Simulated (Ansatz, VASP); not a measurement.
## Two plane-wave programs on Hg

```
CELL_PARAMETERS angstrom
0.00000 2.31687 2.31687
2.31687 0.00000 2.31687
2.31687 2.31687 0.00000
ATOMIC_POSITIONS crystal
Hg 0.00000 0.00000 0.00000
```

Alike in both runs: task single point; functional PBE; dispersion D3(BJ); k mesh 12 × 12 × 12; occupations gaussian, width 0.15 eV; no spin polarisation.

|  | VASP | Ansatz |
| --- | --- | --- |
| version | VASP 6.6.1 | Ansatz 0.2.0 |
| potentials or method | VASP PAW PBE potentials, release 64 (Hg), cutoff 520 eV | scalar-relativistic, plane waves, PAW |
| valence electrons in the cell | 12 | 20 |

```csv
,VASP,Ansatz,Ansatz less VASP
gap on the k mesh at the Fermi level (eV),none,none,-
pressure (GPa),0.3,0.0,-0.24
```

A gap of «none» marks a metal or a gap that the smearing closes. VASP's potentials hold 12 valence electrons a cell and Ansatz's 20, so a difference there can come from the potentials and not from the codes.

Neither program's run includes spin-orbit coupling.
